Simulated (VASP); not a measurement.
Set up this calculation in VASP 6.6.1, as the native input.

* Task: single point
* Functional: PBE
* Potentials or basis: VASP PAW PBE potentials, release 64 (Al, N)
* Cutoff: 520 eV
* k mesh: 3 × 3 × 3
* Occupations: gaussian, width 0.1 eV
* Spin: no spin polarisation
* Dipole correction: no
* Further INCAR settings: LREAL = Auto; ALGO = Normal; EDIFF = 1e-07; NBANDS = 63

The structure of Al27N (a cell with a defect) lies in POSCAR:

```
Al27N
1.0
   -6.0624313821     -6.0624313821      0.0000000000
   -6.0624313821      0.0000000000     -6.0624313821
    0.0000000000     -6.0624313821     -6.0624313821
Al N
27 1
Direct
    0.6661494779      0.6667301030      0.6658040719
    0.3406615877      0.6605132904      0.6568845483
    0.0062260499      0.6589956650      0.6651423737
    0.6598967061      0.3412755328      0.6568733317
    0.3257206351      0.3263339204      0.6684994426
   -0.0158072717      0.3183542012      0.6809651507
    0.6584229575      0.0068347165      0.6651395696
    0.3177579058     -0.0151850791      0.6809639961
   -0.0036433402     -0.0031484892      0.6297799116
    0.6741079185      0.6747253275      0.3211713053
    0.3385361204      0.6627395424      0.3316077120
    0.0062244003      0.6590288200      0.3340918639
    0.6621218859      0.3391541067      0.3316115884
    0.3257144495      0.3263330132      0.3439450888
   -0.0061225435      0.3416971458      0.3296049677
    0.6584133903      0.0068363660      0.3341063795
    0.3411170980     -0.0055128047      0.3295793179
    0.0021873237      0.0027788356      0.3297679386
    0.6741051968      0.6747219461     -0.0055107428
    0.3406518556      0.6605230225      0.0064339697
    0.0134428738      0.6760865801     -0.0125100797
    0.6598884586      0.3412826257      0.0064506297
    0.3339763162      0.3345564464     -0.0020182496
   -0.0061223786      0.3417192492     -0.0006791829
    0.6755227799      0.0140609427     -0.0125501627
    0.3411099227     -0.0055074438     -0.0006925439
   -0.0037018976     -0.0030429210      0.0414875624
    1.0344958326      1.0351557988      0.7974185101
```

These files were run (other wordings do the same):

INCAR

```
SYSTEM = Al27N
  ALGO = Normal
  EDIFF = 1E-7
  ENCUT = 520
  GGA = PE
  ISIF = 2
  ISMEAR = 0
  LASPH = .True.
  LCHARG = .False.
  LREAL = Auto
  LWAVE = .False.
  NBANDS = 63
  NELM = 100
  PREC = Accurate
  SIGMA = 0.1
```

KPOINTS

```
k-points
0
Gamma
  3 3 3
  0 0 0
```

Potentials or basis: VASP PAW PBE potentials, release 64 (Al, N).

The run is started by

```sh
$ cat potpaw_PBE.64/Al/POTCAR potpaw_PBE.64/N/POTCAR > POTCAR
$ mpirun -np 1 vasp_std > vasp.out
```

Results of the run:

```json
{"Pressure": "1.9 GPa", "Largest force": "1.326 eV/Å", "Band gap on the k mesh": "zero (bands 43 and 44 overlap by 0.49 eV)"}
```

Run time: 17 min on 1 thread of Intel(R) Xeon(R) Platinum 8259CL CPU @ 2.50GHz (Skylake/Cascade Lake), with other jobs on the host, peak memory 0.66 GiB.
